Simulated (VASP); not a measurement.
# Se (P6/mmm) in VASP: a series of runs

The runs below take Se through relaxation of cell and atoms, single point, with PBEsol.

Program: VASP 6.6.1. These are calculated values, not measurements. Logs are shortened: lines on timing, memory, paths and dates and some standing lists are left out, and cuts for length are marked.

**1. The cell of the first run**

It takes space group P6/mmm (No. 191, hexagonal). The conventional cell has a = 2.190 Å, b = 2.190 Å, c = 2.046 Å, α = 90.00°, β = 90.00°, γ = 120.00°. Se (site symmetry 6/mmm) has 8 Se at 2.05 to 2.19 Å within 2.7 Å.

**2. Relaxation of cell and atoms, PBEsol, target pressure 450 GPa, at which the enthalpy is minimised**

File INCAR:

```
PREC = Accurate ; ENCUT = 600
EDIFF = 1E-6 ; ISMEAR = -1
SIGMA = 0.05 ; LREAL = F
LASPH = T ; NELM = 60
ALGO = Normal ; ISIF = 3
LWAVE = F ; LCHARG = F
GGA = PS ; IBRION = 2
NSW = 32 ; EDIFFG = -0.005
PSTRESS = 4500.0
```

File KPOINTS:

```
Automatic mesh
0
Gamma
  19 19 18
```

File POSCAR:

```
Se
1.0
    2.1901601129      0.0000000000      0.0000000000
   -1.0950800564      1.8967342961      0.0000000000
    0.0000000000      0.0000000000      2.0461665460
Se
1
Direct
    0.0000000000      0.0000000000      0.0000000000
```

Potentials or basis: VASP PAW PBE potentials, release 64 (Se).

Launch:

```sh
$ cat potpaw_PBE.64/Se/POTCAR > POTCAR
$ mpirun -np 1 vasp_std > vasp.out
```

OUTCAR:

```text
PREC = Accurate
   ENCUT = 600
   EDIFF = 1E-6
   ISMEAR = -1
   LREAL = F
   LASPH = T
   NELM = 60
   ISIF = 3
   GGA = PS
   IBRION = 2
   NSW = 32
   EDIFFG = -0.005
   PSTRESS = 4500.0

 ion  position               nearest neighbor table
   1  0.000  0.000  0.000-

  LATTYP: Found a hexagonal cell.
 ALAT       =     2.1901601129
 C/A-ratio  =     0.9342543196

  Lattice vectors:

 A1 = (   2.1901601129,   0.0000000000,   0.0000000000)
 A2 = (  -1.0950800564,   1.8967342961,   0.0000000000)
 A3 = (   0.0000000000,   0.0000000000,   2.0461665460)

Analysis of symmetry for initial positions (statically):
=====================================================================
 Subroutine PRICEL returns:
 Original cell was already a primitive cell.

 Routine SETGRP: Setting up the symmetry group for a
 hexagonal supercell.

 Subroutine GETGRP returns: Found 24 space group operations
 (whereof 24 operations were pure point group operations)
 out of a pool of 24 trial point group operations.

The static configuration has the point symmetry D_6h.

Analysis of symmetry for dynamics (positions and initial velocities):
=====================================================================
 Subroutine PRICEL returns:
 Original cell was already a primitive cell.

 Routine SETGRP: Setting up the symmetry group for a
 hexagonal supercell.

 Subroutine GETGRP returns: Found 24 space group operations
 (whereof 24 operations were pure point group operations)
 out of a pool of 24 trial point group operations.

The dynamic configuration has the point symmetry D_6h.

 Subroutine INISYM returns: Found 24 space group operations
 (whereof 24 operations are pure point group operations),
 and found     1 'primitive' translations

----------------------------------------------------------------------------------------

                                     Primitive cell

  volume of cell :       8.5001

  direct lattice vectors                    reciprocal lattice vectors
     2.190160113  0.000000000  0.000000000     0.456587623  0.263610987  0.000000000
    -1.095080056  1.896734296  0.000000000     0.000000000  0.527221974  0.000000000
     0.000000000  0.000000000  2.046166546     0.000000000  0.000000000  0.488718771

  length of vectors
     2.190160113  2.190160113  2.046166546     0.527221974  0.527221974  0.488718771

  position of ions in fractional coordinates (direct lattice)
     0.000000000  0.000000000  0.000000000

  ion indices of the primitive-cell ions
   primitive index   ion index
                 1           1

----------------------------------------------------------------------------------------

 KPOINTS: Automatic mesh

Automatic generation of k-mesh.
 Grid dimensions read from file:
 generate k-points for:   19   19   18

 Generating k-lattice:

  Cartesian coordinates                     Fractional coordinates (reciprocal lattice)
     0.024030928  0.013874262  0.000000000     0.052631579  0.000000000  0.000000000
     0.000000000  0.027748525  0.000000000     0.000000000  0.052631579  0.000000000
     0.000000000  0.000000000  0.027151043     0.000000000  0.000000000  0.055555556

  Length of vectors
     0.027748525  0.027748525  0.027151043

  Shift w.r.t. Gamma in fractional coordinates (k-lattice)
     0.000000000  0.000000000  0.000000000

 Subroutine IBZKPT returns following result:
 ===========================================

 Found    400 irreducible k-points:

 Following reciprocal coordinates:
            Coordinates               Weight
  0.000000  0.000000  0.000000      1.000000
  0.052632  0.000000  0.000000      6.000000
  0.105263  0.000000  0.000000      6.000000
  0.157895 -0.000000  0.000000      6.000000
  0.210526  0.000000  0.000000      6.000000
  0.263158  0.000000  0.000000      6.000000
[... 16 lines left out ...]
  0.263158  0.105263  0.000000     12.000000
  0.315789  0.105263  0.000000     12.000000
 [... further k-points ...]
   k-points           NKPTS =    400   k-points in BZ     NKDIM =    400   number of bands    NBANDS=      7
   number of dos      NEDOS =    301   number of ions     NIONS =      1
   total plane-waves  NPLWV =   5184
   dimension x,y,z NGX =    18 NGY =   18 NGZ =   16
   dimension x,y,z NGXF=    36 NGYF=   36 NGZF=   32
   ions per type =               1
   NGX,Y,Z   is equivalent  to a cutoff of  13.66, 13.66, 13.00 a.u.
   NGXF,Y,Z  is equivalent  to a cutoff of  27.33, 27.33, 26.00 a.u.
 SYSTEM =  unknown system
   PREC   = accura    normal or accurate (medium, high low for compatibility)
   ISTART =      0    job   : 0-new  1-cont  2-samecut
   ICHARG =      2    charge: 1-file 2-atom 10-const
   ISPIN  =      1    spin polarized calculation?
   LNONCOLLINEAR =      F non collinear calculations
   LSORBIT =      F    spin-orbit coupling
   LASPH  =      T    aspherical Exc in radial PAW
   ENCUT  =  600.0 eV  44.10 Ry    6.64 a.u.   4.37  4.37  4.09*2*pi/ulx,y,z
   NELM   =     60;   NELMIN=  2; NELMDL= -5     # of ELM steps
   EDIFF  = 0.1E-05   stopping-criterion for ELM
   LREAL  =      F    real-space projection
   EDIFFG = -.5E-02   stopping-criterion for IOM
   NSW    =     32    number of steps for IOM
   IBRION =      2    ionic relax: 0-MD 1-quasi-New 2-CG
   NFREE  =      1    steps in history (QN), initial steepest desc. (CG)
   ISIF   =      3    stress and relaxation
   ISYM   =      2    0-nonsym 1-usesym 2-fastsym
   POTIM  = 0.5000    time-step for ionic-motion
   TEBEG  =    0.0;   TEEND  =   0.0 temperature during run
   PSTRESS= 4500.0 pullay stress
   NELECT =       6.0000    total number of electrons
   NUPDOWN=      -1.0000    fix difference up-down
   EMIN   =  10.00;   EMAX   =-10.00  energy-range for DOS
   EFERMI =   0.00;   METHOD = LEGACY
   ISMEAR =    -1;   SIGMA  =   0.05  broadening in eV -4-tet -1-fermi 0-gaus
   EFERMI_NEDOS =   21; number of points for ismear=-14 and -15
   IALGO  =     38    algorithm
   IMIX   =      4    mixing-type and parameters
     AMIX     =   0.40;   BMIX     =  1.00
     AMIX_MAG =   1.60;   BMIX_MAG =  1.00
  volume/ion in A,a.u.               =       8.50        57.36
  Fermi-wavevector in a.u.,A,eV,Ry     =   1.457642  2.754544 28.908564  2.124719
  Thomas-Fermi vector in A             =   2.574419
   LORBIT       =      0    0 simple, 1 ext, 2 COOP (PROOUT), +10 PAW based schemes
   GGA     = PS    functional components
   LHFCALC =     F    Hartree Fock is set to
   AEXX    =    0.0000 exact exchange contribution
   IVDW    =     0    specifies the selected vdW correction
   LEPSILON=     F    determine dielectric tensor
   LRPA    =     F    only Hartree local field effects (RPA)
 conjugate gradient relaxation of ions
 non-spin polarized calculation
  energy-cutoff  :      600.00
  volume of cell :        8.50
 maximum number of plane-waves:       300
 NGX is ok and might be reduce to    18
   NGX =  9   NGY =  9   NGZ =  9

--------------------------------------- Ionic step        1  -------------------------------------------

 number of electron       6.0000001 magnetization

 Free energy of the ion-electron system (eV)
  ---------------------------------------------------
  ext. energy  EPLUGINS =         0.00000000
  ---------------------------------------------------
  free energy    TOTEN  =         4.76172181 eV

  energy without entropy =        4.76403782  energy(sigma->0) =        4.76287982

------------------------ aborting loop because EDIFF is reached ----------------------------------------

  FORCE on cell =-STRESS in cart. coord.  units (eV):
  Direction    XX          YY          ZZ          XY          YZ          ZX
  --------------------------------------------------------------------------------------
  -------------------------------------------------------------------------------------
  Total       24.5957284     24.5957284     24.6282006      0.0000000     -0.0000000      0.0000000
  in kB     4636.0373812   4636.0373811   4642.1580394      0.0000001     -0.0000000      0.0000000
  external PRESSURE =     138.0776005 kB  Pullay stress =    4500.0000000 kB
[... 244 lines left out ...]
  enthalpy is  TOTEN    =        28.6323896147 eV   P V=       24.0897197242

--------------------------------------- Ionic step        8  -------------------------------------------

 number of electron       6.0000000 magnetization

 Free energy of the ion-electron system (eV)
  ---------------------------------------------------
  ext. energy  EPLUGINS =         0.00000000
  ---------------------------------------------------
  free energy    TOTEN  =         4.53959953 eV

  energy without entropy =        4.54190927  energy(sigma->0) =        4.54075440

 E-fermi :  21.1828     XC(G=0): -14.8923

 val. band max:       21.1539143199   @ k =   0.3684   0.1579   0.3889
 cond. band min:      21.2158843912   @ k =   0.3158  -0.0000   0.1667
 fundamental gap:      0.0619700712
 Fermi energy:        21.1828224138

 k-point     1 :       0.0000    0.0000    0.0000
  band No.  band energies     occupation
      1      -8.2183      2.00000
      2      25.6348      0.00000
      3      28.4003      0.00000
      4      29.2629      0.00000
      5      29.2629      0.00000
      6      34.7627      0.00000
      7      34.7627      0.00000
[... 221 lines left out ...]
 k-point    24 :       0.3158    0.1053    0.0000
  band No.  band energies     occupation
      1      -2.1472      2.00000
      2       8.9878      2.00000
      3      17.6257      2.00000
      4      30.5573      0.00000
      5      31.5069      0.00000
      6      36.9204      0.00000
      7      43.3139      0.00000

 [... further k-points ...]

------------------------ aborting loop because EDIFF is reached ----------------------------------------

  FORCE on cell =-STRESS in cart. coord.  units (eV):
  Direction    XX          YY          ZZ          XY          YZ          ZX
  --------------------------------------------------------------------------------------
  -------------------------------------------------------------------------------------
  Total       24.0973994     24.0973994     24.0969915      0.0000000      0.0000000      0.0000000
  in kB     4500.8610353   4500.8610351   4500.7848642      0.0000002      0.0000000      0.0000000
  external PRESSURE =       0.8356449 kB  Pullay stress =    4500.0000000 kB
[... 16 lines left out ...]
  FREE ENERGIE OF THE ION-ELECTRON SYSTEM (eV)
  ---------------------------------------------------
  free  energy   TOTEN  =         4.5395995321 eV

  energy  without entropy=        4.5419092658  energy(sigma->0) =        4.54075440

  enthalpy is  TOTEN    =        28.6323889470 eV   P V=       24.0927894149

 reached required accuracy - stopping structural energy minimisation
```

Wall time 52 s (1 thread of Intel Xeon 6975P-C, shared host); peak memory 0.15 GiB.

Results:

```yaml
Free_energy: 4.5396 eV
Relaxed_volume: 8.58 Å³/atom
Relaxed_cell: a = 2.197 Å, b = 2.197 Å, c = 2.052 Å, α = 90.00°, β = 90.00°, γ = 120.00°
Space_group_after_relaxing_to_0.05_Å: P6/mmm (No. 191)
Energy_change_on_relaxing_the_enthalpy_is_what_falls: -222.1 meV/atom
Ionic_steps: 8
Pressure_after_relaxing: 450.1 GPa
Band_gap_on_the_k_mesh: zero (band 3 reaches 36.17 eV, above the bottom of band 4 at 15.15 eV)
```

Step by step:
```
step  energy change (eV)  largest force (eV/Å)  pressure (GPa)  volume (Å³)
   1              0.0000                0.0000          463.81         8.50
   2             -2.2815                0.0000          329.65         9.43
   3             -0.2363                0.0000          449.19         8.58
   4             -0.2233                0.0000          449.99         8.58
   5             -0.2189                0.0000          450.23         8.58
   6             -0.2197                0.0000          450.22         8.58
   7             -0.2191                0.0000          450.25         8.58
   8             -0.2221                0.0000          450.08         8.58
```

Final structure:
```
Se
1.0
     2.19678    0.00000    0.00000
    -1.09839    1.90246    0.00000
     0.00000    0.00000    2.05250
Se
1
Direct
  0.00000 0.00000 0.00000
```

Caveat: the cell is relaxed towards a set pressure, so the enthalpy falls and the energy may rise; the PAW data sets were made with another functional, which shifts forces and pressure a little.

**3. Single point, PBEsol**

File INCAR:

```
PREC = Accurate
ENCUT = 520
EDIFF = 1E-7
ISMEAR = -1
SIGMA = 0.05
LREAL = False
LASPH = True
NELM = 60
ALGO = Normal
ISIF = 2
LWAVE = False
LCHARG = False
GGA = PS
NBANDS = 9
```

KPOINTS is that of step 2.

POSCAR is that of step 2.

Potentials or basis: VASP PAW PBE potentials, release 64 (Se).

Launch:

```sh
$ cat potpaw_PBE.64/Se/POTCAR > POTCAR
$ mpirun -np 1 vasp_std > vasp.out
```

Wall time 7 s (1 thread of Intel Xeon Platinum 8559C (Emerald Rapids), shared host); peak memory 0.14 GiB.

It converged, with:

* Free energy: 4.7624 eV
* Pressure: 463.8 GPa
* Band gap on the k mesh: zero (band 3 reaches 36.59 eV, above the bottom of band 4 at 15.45 eV)

Stress tensor (GPa, compression positive):
```
463.61   0.00   0.00
  0.00 463.61   0.00
  0.00   0.00 464.24
```

Levels at points of the mesh, in eV from the Fermi level:
| k point | band 1 | band 2 | band 3 | band 4 | band 5 | band 6 |
| --- | --- | --- | --- | --- | --- | --- |
| (0.00, 0.00, 0.00) | -29.59 | 4.49 | 7.23 | 8.18 | 8.18 | 13.61 |
| (0.00, 0.00, 0.50) | -21.74 | -18.95 | 15.19 | 15.19 | 18.93 | 18.93 |

Caveat: the PAW data sets were made with another functional, which shifts forces and pressure a little.

**4. Single point, PBEsol**

File INCAR:

```
SYSTEM = Se
  PREC = Accurate
  ENCUT = 520
  EDIFF = 1E-6
  ISMEAR = -1
  SIGMA = 0.05
  LREAL = .FALSE.
  LASPH = .TRUE.
  NELM = 60
  ALGO = Normal
  ISIF = 2
  LWAVE = .FALSE.
  LCHARG = .FALSE.
  GGA = PS
  NBANDS = 9
```

File KPOINTS:

```
Automatic mesh
0
G
  19 19 18
  0 0 0
```

File POSCAR:

```
Se
1.0
    2.1902119517      0.0000000000      0.0000000000
   -1.0951059758      1.8967791899      0.0000000000
    0.0000000000      0.0000000000      2.0463883222
Se
1
Direct
    0.0000000000      0.0000000000      0.0000000000
```

Launch:

```sh
$ cat potpaw_PBE.64/Se/POTCAR > POTCAR
$ mpirun -np 1 vasp_std > vasp.out
```

It took 6.9 s on 1 thread of Intel Xeon Platinum 8559C (Emerald Rapids), shared host; peak memory 0.14 GiB.

It converged, with:

- Free energy: 4.7586 eV
- Pressure: 463.6 GPa
- Band gap on the k mesh: zero (band 3 reaches 36.58 eV, above the bottom of band 4 at 15.44 eV)

Stress tensor (GPa, compression positive):
```
463.45   0.00   0.00
  0.00 463.45   0.00
  0.00   0.00 463.86
```

Levels at points of the mesh, in eV from the Fermi level:
| k point | band 1 | band 2 | band 3 | band 4 | band 5 | band 6 | band 7 | band 8 |
| --- | --- | --- | --- | --- | --- | --- | --- | --- |
| (0.00, 0.00, 0.00) | -29.58 | 4.49 | 7.23 | 8.18 | 8.18 | 13.62 | 13.62 | 15.37 |
| (0.00, 0.00, 0.50) | -21.74 | -18.95 | 15.18 | 15.18 | 18.93 | 18.93 | 19.57 | 20.54 |

Caveat: the PAW data sets were made with another functional, which shifts forces and pressure a little.

(Continued in part 2 of 2.)
